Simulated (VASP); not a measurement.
**ZrS2 (d3): single point with PBE+D3(BJ)**

Crystal: ZrS2 (d3).

```
Zr S
1.0
     3.63527    0.00000    0.00000
    -1.81763    3.14823    0.00000
     0.00000    0.00000    5.72036
Zr S
1 2
Direct
  0.00000 0.00000 0.00000
  0.66667 0.33333 0.74470
  0.33333 0.66667 0.25530
```

| Property | Result |
| --- | --- |
| Program | VASP 6.6.1 |
| Task | single point |
| Functional | PBE |
| Dispersion | D3(BJ) |
| Potentials or basis | VASP PAW PBE potentials, release 64 (Zr_sv, S) |
| Cutoff | 500 eV |
| k mesh | 9 × 9 × 6 |
| Occupations | gaussian, width 0.02 eV |
| Spin | no spin polarisation |

* Pressure: -0.1 GPa
* Largest force: 0.005 eV/Å
* Band gap on the k mesh: 0.70 eV, indirect (least direct gap 1.42 eV)
* Dispersion energy per atom: -0.363 eV

Forces on the atoms (eV/Å):
```
Zr   0.000  0.000  0.000
S    0.000  0.000 -0.005
S    0.000  0.000  0.005
```

Levels at points of the mesh, in eV from the valence-band top:
| k point | band 9 | band 10 | band 11 | band 12 | band 13 | band 14 | band 15 | band 16 |
| --- | --- | --- | --- | --- | --- | --- | --- | --- |
| (0.00, 0.00, 0.00) | -2.97 | -0.24 | -0.24 | 0.00 | 1.42 | 1.42 | 2.12 | 4.64 |
| (0.00, 0.00, 0.50) | -2.91 | -2.14 | -0.44 | -0.44 | 1.37 | 1.37 | 2.52 | 5.17 |

Wall time 44 s on 1 thread of AMD EPYC 7R13 Processor (Zen 3) (shared host), peak memory 0.19 GiB.

A k mesh can miss the band edges. Expect the measured gap to be larger: semilocal functionals such as PBE lack the derivative discontinuity.
